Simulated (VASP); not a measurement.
# AlN (Cm) in VASP: further runs

Runs on AlN. Level: PBEsol. Tasks: single point.

All numbers are computed with VASP 6.6.1; they aren't measurements. Logs are shortened: lines on timing, memory, paths and dates and some standing lists are left out, and cuts for length are marked.

## 1. The cell of the first run

It takes space group Cm (No. 8, monoclinic). The conventional cell has a = 6.190 Å, b = 6.190 Å, c = 4.377 Å, α = 90.00°, β = 90.00°, γ = 90.00°. Within 1.9 Å of Al (site symmetry m) lie 1 N at 1.44 Å. Within 2.5 Å of Al (site symmetry 1) lie 4 N at 1.90 Å. Al (site symmetry m) has 4 N at 1.90 Å within 2.5 Å. N (site symmetry m) has 4 Al at 1.44 to 1.90 Å within 1.9 Å. N (site symmetry 1) has 4 Al at 1.90 to 2.09 Å within 2.5 Å. Within 2.5 Å of N (site symmetry m) lie 4 Al at 1.90 to 2.10 Å.

## 2. Single point, PBEsol (atom 1 (Al) moved by -0.378 Å along [1 1 0] and +0.252 Å along [0 0 1])

File INCAR:

```
SYSTEM = AlN
  ALGO = Normal
  EDIFF = 1E-6
  ENCUT = 520
  GGA = PS
  ISIF = 2
  ISMEAR = 0
  LASPH = .TRUE.
  LCHARG = .TRUE.
  LELF = .TRUE.
  LREAL = .FALSE.
  LVHAR = .TRUE.
  LWAVE = .FALSE.
  NBANDS = 26
  NELM = 100
  PREC = Accurate
  SIGMA = 0.05
```

File KPOINTS:

```
k-points
0
G
  6 6 6
  0 0 0
```

File POSCAR:

```
AlN
1.0
    4.3771405283      0.0000000000      0.0000000000
    0.0000000000     -4.3771405283      0.0000000000
    0.0000000000      0.0000000000     -4.3771405283
Al N
4 4
Direct
   -0.0610641494     -0.0575718322     -0.0610641494
    0.5000000000      0.5000000000      0.0000000000
    0.5000000000      0.0000000000      0.5000000000
    0.0000000000      0.5000000000      0.5000000000
    0.7500000000      0.7500000000      0.7500000000
    0.2500000000      0.2500000000      0.7500000000
    0.2500000000      0.7500000000      0.2500000000
    0.7500000000      0.2500000000      0.2500000000
```

Potentials or basis: VASP PAW PBE potentials, release 64 (Al, N).

On the command line:

```console
$ cat potpaw_PBE.64/Al/POTCAR potpaw_PBE.64/N/POTCAR > POTCAR
$ mpirun -np 1 vasp_std > vasp.out
```

OUTCAR:

```text
SYSTEM = AlN
   EDIFF = 1E-6
   ENCUT = 520
   GGA = PS
   ISIF = 2
   ISMEAR = 0
   LASPH = .TRUE.
   LREAL = .FALSE.
   NELM = 100
   PREC = Accurate

 ion  position               nearest neighbor table
   1  0.939  0.942  0.939-   5 1.44   6 2.09   8 2.09   7 2.10   3 2.73   2 2.74   4 2.74   4 3.12
                             2 3.12   3 3.13   3 3.13   4 3.14   2 3.14
   2  0.500  0.500  0.000-   5 1.90   6 1.90   7 1.90   8 1.90   1 2.74   3 3.10   4 3.10   3 3.10
                             4 3.10   3 3.10   3 3.10   4 3.10   4 3.10   1 3.12   1 3.14
   3  0.500  0.000  0.500-   5 1.90   6 1.90   7 1.90   8 1.90   1 2.73   2 3.10   4 3.10   2 3.10
                             2 3.10   4 3.10   2 3.10   4 3.10   4 3.10   1 3.13   1 3.13
   4  0.000  0.500  0.500-   5 1.90   6 1.90   7 1.90   8 1.90   1 2.74   2 3.10   3 3.10   2 3.10
                             3 3.10   2 3.10   3 3.10   2 3.10   3 3.10   1 3.12   1 3.14
   5  0.750  0.750  0.750-   1 1.44   2 1.90   3 1.90   4 1.90
   6  0.250  0.250  0.750-   2 1.90   3 1.90   4 1.90   1 2.09
   7  0.250  0.750  0.250-   2 1.90   3 1.90   4 1.90   1 2.10
   8  0.750  0.250  0.250-   2 1.90   3 1.90   4 1.90   1 2.09

  LATTYP: Found a simple cubic cell.
 ALAT       =     4.3771405283

  Lattice vectors:

 A1 = (   4.3771405283,   0.0000000000,   0.0000000000)
 A2 = (   0.0000000000,  -4.3771405283,   0.0000000000)
 A3 = (   0.0000000000,   0.0000000000,  -4.3771405283)

Analysis of symmetry for initial positions (statically):
=====================================================================
 Subroutine PRICEL returns:
 Original cell was already a primitive cell.

 Routine SETGRP: Setting up the symmetry group for a
 simple cubic supercell.

 Subroutine GETGRP returns: Found  2 space group operations
 (whereof  2 operations were pure point group operations)
 out of a pool of 48 trial point group operations.

The static configuration has the point symmetry C_1h.

Analysis of symmetry for dynamics (positions and initial velocities):
=====================================================================
 Subroutine PRICEL returns:
 Original cell was already a primitive cell.

 Routine SETGRP: Setting up the symmetry group for a
 simple cubic supercell.

 Subroutine GETGRP returns: Found  2 space group operations
 (whereof  2 operations were pure point group operations)
 out of a pool of 48 trial point group operations.

The dynamic configuration has the point symmetry C_1h.

 Subroutine INISYM returns: Found  2 space group operations
 (whereof  2 operations are pure point group operations),
 and found     1 'primitive' translations

----------------------------------------------------------------------------------------

                                     Primitive cell

  volume of cell :      83.8632

  direct lattice vectors                    reciprocal lattice vectors
     4.377140528  0.000000000  0.000000000     0.228459652  0.000000000  0.000000000
     0.000000000 -4.377140528  0.000000000     0.000000000 -0.228459652  0.000000000
     0.000000000  0.000000000 -4.377140528     0.000000000  0.000000000 -0.228459652

  length of vectors
     4.377140528  4.377140528  4.377140528     0.228459652  0.228459652  0.228459652

  position of ions in fractional coordinates (direct lattice)
     0.938935851  0.942428168  0.938935851
     0.500000000  0.500000000  0.000000000
     0.500000000  0.000000000  0.500000000
     0.000000000  0.500000000  0.500000000
     0.750000000  0.750000000  0.750000000
     0.250000000  0.250000000  0.750000000
     0.250000000  0.750000000  0.250000000
     0.750000000  0.250000000  0.250000000

  ion indices of the primitive-cell ions
   primitive index   ion index
                 1           1
                 2           2
                 3           3
                 4           4
                 5           5
                 6           6
                 7           7
                 8           8

----------------------------------------------------------------------------------------

 KPOINTS: k-points

Automatic generation of k-mesh.
 Grid dimensions read from file:
 generate k-points for:    6    6    6

 Generating k-lattice:

  Cartesian coordinates                     Fractional coordinates (reciprocal lattice)
     0.038076609  0.000000000  0.000000000     0.166666667  0.000000000  0.000000000
     0.000000000 -0.038076609  0.000000000     0.000000000  0.166666667  0.000000000
     0.000000000  0.000000000 -0.038076609     0.000000000  0.000000000  0.166666667

  Length of vectors
     0.038076609  0.038076609  0.038076609

  Shift w.r.t. Gamma in fractional coordinates (k-lattice)
     0.000000000  0.000000000  0.000000000

 Subroutine IBZKPT returns following result:
 ===========================================

 Found     68 irreducible k-points:

 Following reciprocal coordinates:
            Coordinates               Weight
  0.000000  0.000000  0.000000      1.000000
  0.166667  0.000000  0.000000      4.000000
  0.000000  0.166667  0.000000      2.000000
  0.333333  0.000000  0.000000      4.000000
  0.000000  0.333333  0.000000      2.000000
  0.500000  0.000000  0.000000      2.000000
[... 16 lines left out ...]
 -0.333333  0.333333  0.000000      4.000000
 -0.333333  0.000000  0.333333      2.000000
 [... further k-points ...]
   k-points           NKPTS =     68   k-points in BZ     NKDIM =     68   number of bands    NBANDS=     26
   number of dos      NEDOS =    301   number of ions     NIONS =      8
   total plane-waves  NPLWV =  46656
   dimension x,y,z NGX =    36 NGY =   36 NGZ =   36
   dimension x,y,z NGXF=    72 NGYF=   72 NGZF=   72
   ions per type =               4   4
   NGX,Y,Z   is equivalent  to a cutoff of  13.67, 13.67, 13.67 a.u.
   NGXF,Y,Z  is equivalent  to a cutoff of  27.35, 27.35, 27.35 a.u.
 SYSTEM =  AlN
   PREC   = accura    normal or accurate (medium, high low for compatibility)
   ISTART =      0    job   : 0-new  1-cont  2-samecut
   ICHARG =      2    charge: 1-file 2-atom 10-const
   ISPIN  =      1    spin polarized calculation?
   LNONCOLLINEAR =      F non collinear calculations
   LSORBIT =      F    spin-orbit coupling
   LASPH  =      T    aspherical Exc in radial PAW
   ENCUT  =  520.0 eV  38.22 Ry    6.18 a.u.   8.14  8.14  8.14*2*pi/ulx,y,z
   NELM   =    100;   NELMIN=  2; NELMDL= -5     # of ELM steps
   EDIFF  = 0.1E-05   stopping-criterion for ELM
   LREAL  =      F    real-space projection
   EDIFFG = 0.1E-04   stopping-criterion for IOM
   NSW    =      0    number of steps for IOM
   IBRION =     -1    ionic relax: 0-MD 1-quasi-New 2-CG
   NFREE  =      0    steps in history (QN), initial steepest desc. (CG)
   ISIF   =      2    stress and relaxation
   ISYM   =      2    0-nonsym 1-usesym 2-fastsym
   POTIM  = 0.5000    time-step for ionic-motion
   TEBEG  =    0.0;   TEEND  =   0.0 temperature during run
   PSTRESS=    0.0 pullay stress
   NELECT =      32.0000    total number of electrons
   NUPDOWN=      -1.0000    fix difference up-down
   EMIN   =  10.00;   EMAX   =-10.00  energy-range for DOS
   EFERMI =   0.00;   METHOD = LEGACY
   ISMEAR =     0;   SIGMA  =   0.05  broadening in eV -4-tet -1-fermi 0-gaus
   EFERMI_NEDOS =   21; number of points for ismear=-14 and -15
   IALGO  =     38    algorithm
   IMIX   =      4    mixing-type and parameters
     AMIX     =   0.40;   BMIX     =  1.00
     AMIX_MAG =   1.60;   BMIX_MAG =  1.00
  volume/ion in A,a.u.               =      10.48        70.74
  Fermi-wavevector in a.u.,A,eV,Ry     =   1.187411  2.243881 19.183459  1.409944
  Thomas-Fermi vector in A             =   2.323563
   LORBIT       =      0    0 simple, 1 ext, 2 COOP (PROOUT), +10 PAW based schemes
   GGA     = PS    functional components
   LHFCALC =     F    Hartree Fock is set to
   AEXX    =    0.0000 exact exchange contribution
   IVDW    =     0    specifies the selected vdW correction
   LEPSILON=     F    determine dielectric tensor
   LRPA    =     F    only Hartree local field effects (RPA)
 non-spin polarized calculation
 Gauss-broadening in eV      SIGMA  =   0.05
  energy-cutoff  :      520.00
  volume of cell :       83.86
 maximum number of plane-waves:      2301
 NGX is ok and might be reduce to    36
   NGX = 17   NGY = 17   NGZ = 17

 number of electron      31.9999992 magnetization

 Free energy of the ion-electron system (eV)
  ---------------------------------------------------
  ext. energy  EPLUGINS =         0.00000000
  ---------------------------------------------------
  free energy    TOTEN  =       -58.58913389 eV

  energy without entropy =      -58.58913389  energy(sigma->0) =      -58.58913389

 E-fermi :   6.4329     XC(G=0): -11.0875

 val. band max:        6.2207508918   @ k =   0.5000   0.5000   0.5000
 cond. band min:       8.4685104633   @ k =   0.0000   0.0000   0.0000
 fundamental gap:      2.2477595715
 Fermi energy:         6.4328767195

 k-point     1 :       0.0000    0.0000    0.0000
  band No.  band energies     occupation
      1      -9.5469      2.00000
      2      -7.1648      2.00000
      3      -5.9848      2.00000
      4      -5.9568      2.00000
      5       0.5004      2.00000
      6       0.5013      2.00000
[... 18 lines left out ...]
     25      18.3240      0.00000
     26      18.3663      0.00000

 k-point     2 :       0.1667    0.0000    0.0000
  band No.  band energies     occupation
      1      -9.4463      2.00000
      2      -7.2113      2.00000
      3      -6.1381      2.00000
      4      -5.9463      2.00000
      5       0.6330      2.00000
      6       0.7013      2.00000
[... 18 lines left out ...]
     25      18.2885      0.00000
[... 608 lines left out ...]
     25      16.4080      0.00000
     26      16.6610      0.00000

 k-point    24 :      -0.3333    0.0000    0.3333
  band No.  band energies     occupation
      1      -8.9509      2.00000
      2      -7.2341      2.00000
      3      -6.5870      2.00000
      4      -6.2201      2.00000
      5       0.8750      2.00000
      6       1.0040      2.00000
[... 18 lines left out ...]
     25      16.3941      0.00000
     26      16.6362      0.00000

 [... further k-points ...]

------------------------ aborting loop because EDIFF is reached ----------------------------------------

  FORCE on cell =-STRESS in cart. coord.  units (eV):
  Direction    XX          YY          ZZ          XY          YZ          ZX
  --------------------------------------------------------------------------------------
  -------------------------------------------------------------------------------------
  Total        6.8018589      7.2304097      6.8018589     -8.3278876      8.3278876     -8.2103558
  in kB      129.9471408    138.1344547    129.9471408   -159.1013876    159.1013880   -156.8559843
  external PRESSURE =     132.6762454 kB  Pullay stress =       0.0000000 kB

 VOLUME and BASIS-vectors are now :
 -----------------------------------------------------------------------------
  energy-cutoff  :      520.00
  volume of cell :       83.86
      direct lattice vectors                 reciprocal lattice vectors
     4.377140528  0.000000000  0.000000000     0.228459652  0.000000000  0.000000000
     0.000000000 -4.377140528  0.000000000     0.000000000 -0.228459652  0.000000000
     0.000000000  0.000000000 -4.377140528     0.000000000  0.000000000 -0.228459652

 POSITION                                       TOTAL-FORCE (eV/Angst)
 -----------------------------------------------------------------------------------
      4.10985     -4.12514     -4.10985        13.424768    -13.452245    -13.424768
      2.18857     -2.18857      0.00000        -1.214558      1.148295     -0.765026
      2.18857      0.00000     -2.18857        -1.229851     -0.714715      1.229851
      0.00000     -2.18857     -2.18857         0.765026      1.148295      1.214558
      3.28286     -3.28286     -3.28286       -10.308957     10.471852     10.308957
      1.09429     -1.09429     -3.28286        -0.692119      0.676216      0.064422
      1.09429     -3.28286     -1.09429        -0.679886      0.046087      0.679886
      3.28286     -1.09429     -1.09429        -0.064422      0.676216      0.692119
 -----------------------------------------------------------------------------------
    total drift:                                0.000609     -0.000632     -0.000609

  FREE ENERGIE OF THE ION-ELECTRON SYSTEM (eV)
  ---------------------------------------------------
  free  energy   TOTEN  =       -58.5891338898 eV

  energy  without entropy=      -58.5891338898  energy(sigma->0) =      -58.58913389
```

Run time: 2.1 min. Hardware: 1 thread of Intel Xeon 8259CL, shared host; peak memory 0.26 GiB.

What came out:

```yaml
Free_energy: -58.5891 eV
Pressure: 13.3 GPa
Largest_force: 23.268 eV/Å
Band_gap_on_the_k_mesh: 2.25 eV (least direct gap 2.28 eV)
```

Forces in eV/Å, atoms in the order of the input:
```
Al   13.425 -13.452 -13.425
Al   -1.215   1.148  -0.765
Al   -1.230  -0.715   1.230
Al    0.765   1.148   1.215
N   -10.309  10.472  10.309
N    -0.692   0.676   0.064
N    -0.680   0.046   0.680
N    -0.064   0.676   0.692
```

Caveat: the cell differs from its parent crystal (atom 1 (Al) moved by -0.378 Å along [1 1 0] and +0.252 Å along [0 0 1]); the cell stands under pressure; the PAW data sets were made with another functional, which shifts forces and pressure a little. A k mesh can miss the band edges.

## 3. Single point, PBEsol (atom 1 (Al) moved by -0.126 Å along [1 1 0] and +0.252 Å along [0 0 1])

File INCAR:

```
PREC = Accurate
ENCUT = 520
EDIFF = 1E-6
ISMEAR = 0
SIGMA = 0.05
LREAL = F
LASPH = T
NELM = 60
ALGO = Normal
ISIF = 2
LWAVE = F
LCHARG = T
GGA = PS
LELF = T
LVHAR = T
NBANDS = 26
```

File KPOINTS:

```
regular mesh
0
Gamma
  6 6 6
```

Changes to POSCAR since step 2:

```diff
@@ -8,3 +8,3 @@
 Direct
-   -0.0610641494     -0.0575718322     -0.0610641494
+   -0.0203547165     -0.0575718322     -0.0203547165
     0.5000000000      0.5000000000      0.0000000000
```

Potentials or basis: VASP PAW PBE potentials, release 64 (Al, N).

On the command line:

```console
$ cat potpaw_PBE.64/Al/POTCAR potpaw_PBE.64/N/POTCAR > POTCAR
$ mpirun -np 1 vasp_std > vasp.out
```

Run time: 2.1 min. Hardware: 1 thread of Intel Xeon 8259CL, shared host; peak memory 0.26 GiB.

It converged, with:

```
Free energy            : -61.4841 eV
Pressure               : 3.4 GPa
Largest force          : 7.745 eV/Å
Band gap on the k mesh : 2.29 eV
```

Forces on the atoms (eV/Å):
```
Al   3.641 -5.784 -3.641
Al  -0.424  1.178 -0.266
Al  -0.390 -0.797  0.390
Al   0.266  1.178  0.424
N   -2.793  2.586  2.793
N   -0.422  0.627 -0.160
N   -0.038  0.385  0.038
N    0.160  0.627  0.422
```

Stress tensor (GPa, compression positive):
```
 4.68 -3.91 -6.06
-3.91  0.81  3.91
-6.06  3.91  4.68
```

Levels at points of the mesh, in eV from the valence-band top:
```tsv
k point	band 12	band 13	band 14	band 15	band 16	band 17	band 18	band 19	band 20	band 21
(0.00, 0.00, 0.00)	-1.93	-1.85	-0.36	-0.22	0.00	2.29	2.62	3.31	4.08	7.87
(0.50, 0.00, 0.00)	-2.50	-1.42	-1.35	-1.13	-0.97	4.91	5.08	5.79	6.37	9.45
(0.00, 0.50, 0.00)	-2.82	-1.93	-1.72	-0.90	-0.62	5.08	5.17	5.68	6.34	9.37
(0.50, 0.50, 0.00)	-2.22	-1.08	-0.89	-0.81	-0.42	6.79	6.81	7.55	8.11	8.48
(0.50, 0.00, 0.50)	-2.60	-1.50	-1.27	-0.49	-0.14	6.72	6.93	7.48	8.02	8.41
(0.50, 0.50, 0.50)	-0.77	-0.71	-0.45	-0.44	-0.07	6.51	6.79	6.90	7.05	8.82
```

Caveat: the cell differs from its parent crystal (atom 1 (Al) moved by -0.126 Å along [1 1 0] and +0.252 Å along [0 0 1]); the cell stands under pressure; the PAW data sets were made with another functional, which shifts forces and pressure a little.

(Part 1 of 2 ends here.)
